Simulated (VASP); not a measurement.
# BeS (F-43m) in VASP: single point with LDA

Aim: the single point of BeS with LDA.

All numbers are computed with VASP 6.6.1; they aren't measurements. Logs are shortened: lines on timing, memory, paths and dates and some standing lists are left out, and cuts for length are marked.

## Step 1: The cell of the first run

Symmetry: F-43m, No. 216, cubic system. Conventional cell: a = 4.850 Å, b = 4.850 Å, c = 4.850 Å, α = 90.00°, β = 90.00°, γ = 90.00°. Within 2.8 Å of Be (site symmetry -43m) lie 4 S at 2.10 Å. Within 2.8 Å of S (site symmetry -43m) lie 4 Be at 2.10 Å.

## Step 2: Single point, LDA

Contents of INCAR:

```
PREC = Accurate ; ENCUT = 600
EDIFF = 1E-6 ; ISMEAR = 0
SIGMA = 0.01 ; LREAL = F
LASPH = T ; NELM = 120
ALGO = Normal ; ISIF = 2
LWAVE = F ; LCHARG = F
GGA = CA ; NBANDS = 11
GGA_COMPAT = F
```

Contents of KPOINTS:

```
Automatic mesh
0
Gamma
  3 3 3
```

Contents of POSCAR:

```
BeS
1.0
    0.0000000000      2.4250000000      2.4250000000
    2.4250000000      0.0000000000      2.4250000000
    2.4250000000      2.4250000000      0.0000000000
Be S
1 1
Direct
    0.0000000000      0.0000000000      0.0000000000
    0.2500000000      0.2500000000      0.2500000000
```

Potentials or basis: VASP PAW LDA potentials, release 64 (Be, S).

Command:

```console
> cat potpaw_LDA.64/Be/POTCAR potpaw_LDA.64/S/POTCAR > POTCAR
> mpirun -np 1 vasp_std > vasp.out
```

OUTCAR:

```text
PREC = Accurate
   ENCUT = 600
   EDIFF = 1E-6
   ISMEAR = 0
   LREAL = F
   LASPH = T
   NELM = 120
   ISIF = 2
   GGA = CA

 ion  position               nearest neighbor table
   1  0.000  0.000  0.000-   2 2.10   2 2.10   2 2.10   2 2.10
   2  0.250  0.250  0.250-   1 2.10   1 2.10   1 2.10   1 2.10

  LATTYP: Found a face centered cubic cell.
 ALAT       =     4.8500000000

  Lattice vectors:

 A1 = (   0.0000000000,   2.4250000000,   2.4250000000)
 A2 = (   2.4250000000,   0.0000000000,   2.4250000000)
 A3 = (   2.4250000000,   2.4250000000,   0.0000000000)

Analysis of symmetry for initial positions (statically):
=====================================================================
 Subroutine PRICEL returns:
 Original cell was already a primitive cell.

 Routine SETGRP: Setting up the symmetry group for a
 face centered cubic supercell.

 Subroutine GETGRP returns: Found 24 space group operations
 (whereof 24 operations were pure point group operations)
 out of a pool of 48 trial point group operations.

The static configuration has the point symmetry T_d .

Analysis of symmetry for dynamics (positions and initial velocities):
=====================================================================
 Subroutine PRICEL returns:
 Original cell was already a primitive cell.

 Routine SETGRP: Setting up the symmetry group for a
 face centered cubic supercell.

 Subroutine GETGRP returns: Found 24 space group operations
 (whereof 24 operations were pure point group operations)
 out of a pool of 48 trial point group operations.

The dynamic configuration has the point symmetry T_d .

 Subroutine INISYM returns: Found 24 space group operations
 (whereof 24 operations are pure point group operations),
 and found     1 'primitive' translations

----------------------------------------------------------------------------------------

                                     Primitive cell

  volume of cell :      28.5210

  direct lattice vectors                    reciprocal lattice vectors
     0.000000000  2.425000000  2.425000000    -0.206185567  0.206185567  0.206185567
     2.425000000  0.000000000  2.425000000     0.206185567 -0.206185567  0.206185567
     2.425000000  2.425000000  0.000000000     0.206185567  0.206185567 -0.206185567

  length of vectors
     3.429467889  3.429467889  3.429467889     0.357123878  0.357123878  0.357123878

  position of ions in fractional coordinates (direct lattice)
     0.000000000  0.000000000  0.000000000
     0.250000000  0.250000000  0.250000000

  ion indices of the primitive-cell ions
   primitive index   ion index
                 1           1
                 2           2

----------------------------------------------------------------------------------------

 KPOINTS: Automatic mesh

Automatic generation of k-mesh.
 Grid dimensions read from file:
 generate k-points for:    3    3    3

 Generating k-lattice:

  Cartesian coordinates                     Fractional coordinates (reciprocal lattice)
    -0.068728522  0.068728522  0.068728522     0.333333333  0.000000000  0.000000000
     0.068728522 -0.068728522  0.068728522     0.000000000  0.333333333  0.000000000
     0.068728522  0.068728522 -0.068728522     0.000000000  0.000000000  0.333333333

  Length of vectors
     0.119041293  0.119041293  0.119041293

  Shift w.r.t. Gamma in fractional coordinates (k-lattice)
     0.000000000  0.000000000  0.000000000

 Subroutine IBZKPT returns following result:
 ===========================================

 Found      4 irreducible k-points:

 Following reciprocal coordinates:
            Coordinates               Weight
  0.000000  0.000000  0.000000      1.000000
  0.333333  0.000000  0.000000      8.000000
  0.333333  0.333333  0.000000      6.000000
 -0.333333  0.333333  0.000000     12.000000
   k-points           NKPTS =      4   k-points in BZ     NKDIM =      4   number of bands    NBANDS=     11
   number of dos      NEDOS =    301   number of ions     NIONS =      2
   total plane-waves  NPLWV =  21952
   dimension x,y,z NGX =    28 NGY =   28 NGZ =   28
   dimension x,y,z NGXF=    56 NGYF=   56 NGZF=   56
   ions per type =               1   1
   NGX,Y,Z   is equivalent  to a cutoff of  13.57, 13.57, 13.57 a.u.
   NGXF,Y,Z  is equivalent  to a cutoff of  27.15, 27.15, 27.15 a.u.
 SYSTEM =  unknown system
   PREC   = accura    normal or accurate (medium, high low for compatibility)
   ISTART =      0    job   : 0-new  1-cont  2-samecut
   ICHARG =      2    charge: 1-file 2-atom 10-const
   ISPIN  =      1    spin polarized calculation?
   LNONCOLLINEAR =      F non collinear calculations
   LSORBIT =      F    spin-orbit coupling
   LASPH  =      T    aspherical Exc in radial PAW
   ENCUT  =  600.0 eV  44.10 Ry    6.64 a.u.   6.85  6.85  6.85*2*pi/ulx,y,z
   NELM   =    120;   NELMIN=  2; NELMDL= -5     # of ELM steps
   EDIFF  = 0.1E-05   stopping-criterion for ELM
   LREAL  =      F    real-space projection
   EDIFFG = 0.1E-04   stopping-criterion for IOM
   NSW    =      0    number of steps for IOM
   IBRION =     -1    ionic relax: 0-MD 1-quasi-New 2-CG
   NFREE  =      0    steps in history (QN), initial steepest desc. (CG)
   ISIF   =      2    stress and relaxation
   ISYM   =      2    0-nonsym 1-usesym 2-fastsym
   POTIM  = 0.5000    time-step for ionic-motion
   TEBEG  =    0.0;   TEEND  =   0.0 temperature during run
   PSTRESS=    0.0 pullay stress
   NELECT =       8.0000    total number of electrons
   NUPDOWN=      -1.0000    fix difference up-down
   EMIN   =  10.00;   EMAX   =-10.00  energy-range for DOS
   EFERMI =   0.00;   METHOD = LEGACY
   ISMEAR =     0;   SIGMA  =   0.01  broadening in eV -4-tet -1-fermi 0-gaus
   EFERMI_NEDOS =   21; number of points for ismear=-14 and -15
   IALGO  =     38    algorithm
   IMIX   =      4    mixing-type and parameters
     AMIX     =   0.40;   BMIX     =  1.00
     AMIX_MAG =   1.60;   BMIX_MAG =  1.00
  volume/ion in A,a.u.               =      14.26        96.23
  Fermi-wavevector in a.u.,A,eV,Ry     =   1.071642  2.025110 15.625158  1.148417
  Thomas-Fermi vector in A             =   2.207388
   LORBIT       =      0    0 simple, 1 ext, 2 COOP (PROOUT), +10 PAW based schemes
   GGA     = CA    functional components
   LHFCALC =     F    Hartree Fock is set to
   AEXX    =    0.0000 exact exchange contribution
   IVDW    =     0    specifies the selected vdW correction
   LEPSILON=     F    determine dielectric tensor
   LRPA    =     F    only Hartree local field effects (RPA)
 non-spin polarized calculation
 Gauss-broadening in eV      SIGMA  =   0.01
  energy-cutoff  :      600.00
  volume of cell :       28.52
 maximum number of plane-waves:       962
   NGX = 13   NGY = 13   NGZ = 13

 number of electron       7.9999999 magnetization

 Free energy of the ion-electron system (eV)
  ---------------------------------------------------
  ext. energy  EPLUGINS =         0.00000000
  ---------------------------------------------------
  free energy    TOTEN  =       -10.87741941 eV

  energy without entropy =      -10.87741941  energy(sigma->0) =      -10.87741941

 E-fermi :   4.1688     XC(G=0):  -9.9684

 val. band max:        4.1125194131   @ k =   0.0000   0.0000   0.0000
 cond. band min:       7.7068478531   @ k =   0.3333   0.3333   0.0000
 fundamental gap:      3.5943284400
 Fermi energy:         4.1688258859

 k-point     1 :       0.0000    0.0000    0.0000
  band No.  band energies     occupation
      1      -9.5542      2.00000
      2       4.1125      2.00000
      3       4.1125      2.00000
      4       4.1125      2.00000
      5       9.5965      0.00000
      6       9.5965      0.00000
      7       9.5965      0.00000
      8       9.7507      0.00000
      9      16.8814      0.00000
     10      16.8814      0.00000
     11      18.6385      0.00000

 k-point     2 :       0.3333    0.0000    0.0000
  band No.  band energies     occupation
      1      -8.4493      2.00000
      2      -0.5245      2.00000
      3       3.2638      2.00000
      4       3.2638      2.00000
      5       9.4497      0.00000
      6      10.5928      0.00000
      7      10.5928      0.00000
      8      14.2432      0.00000
      9      16.6177      0.00000
     10      16.6177      0.00000
     11      18.0265      0.00000

 k-point     3 :       0.3333    0.3333    0.0000
  band No.  band energies     occupation
      1      -8.0823      2.00000
      2       0.2195      2.00000
      3       1.8965      2.00000
      4       1.8965      2.00000
      5       7.7068      0.00000
      6       9.5483      0.00000
      7      14.2754      0.00000
      8      14.2754      0.00000
      9      16.8762      0.00000
     10      19.1177      0.00000
     11      21.3454      0.00000

 k-point     4 :      -0.3333    0.3333    0.0000
  band No.  band energies     occupation
      1      -7.4709      2.00000
      2      -0.5429      2.00000
      3      -0.0630      2.00000
      4       2.1985      2.00000
      5       8.7288      0.00000
      6      13.0147      0.00000
      7      13.5007      0.00000
      8      14.5139      0.00000
      9      14.9272      0.00000
     10      16.4864      0.00000
     11      21.9327      0.00000

------------------------ aborting loop because EDIFF is reached ----------------------------------------

  FORCE on cell =-STRESS in cart. coord.  units (eV):
  Direction    XX          YY          ZZ          XY          YZ          ZX
  --------------------------------------------------------------------------------------
  -------------------------------------------------------------------------------------
  Total       -0.1695878     -0.1695878     -0.1695878      0.0000000      0.0000000     -0.0000000
  in kB       -9.5266457     -9.5266457     -9.5266457      0.0000000      0.0000000     -0.0000000
  external PRESSURE =      -9.5266457 kB  Pullay stress =       0.0000000 kB

 VOLUME and BASIS-vectors are now :
 -----------------------------------------------------------------------------
  energy-cutoff  :      600.00
  volume of cell :       28.52
      direct lattice vectors                 reciprocal lattice vectors
     0.000000000  2.425000000  2.425000000    -0.206185567  0.206185567  0.206185567
     2.425000000  0.000000000  2.425000000     0.206185567 -0.206185567  0.206185567
     2.425000000  2.425000000  0.000000000     0.206185567  0.206185567 -0.206185567

 POSITION                                       TOTAL-FORCE (eV/Angst)
 -----------------------------------------------------------------------------------
      0.00000      0.00000      0.00000        -0.000000      0.000000      0.000000
      1.21250      1.21250      1.21250         0.000000     -0.000000     -0.000000
 -----------------------------------------------------------------------------------
    total drift:                                0.000000      0.000000      0.000000

  FREE ENERGIE OF THE ION-ELECTRON SYSTEM (eV)
  ---------------------------------------------------
  free  energy   TOTEN  =       -10.8774194120 eV

  energy  without entropy=      -10.8774194120  energy(sigma->0) =      -10.87741941
```

Wall time 2.4 s (1 thread of Intel Xeon Platinum 8375C at 2.90GHz (Ice Lake), shared host); peak memory 0.13 GiB.

Results:

- Free energy: -10.8774 eV
- Pressure: -1.0 GPa
- Band gap on the k mesh: 3.59 eV, indirect (least direct gap 5.48 eV)

Caveat: the k points lie up to 0.75 Å⁻¹ apart. A k mesh can miss the band edges.
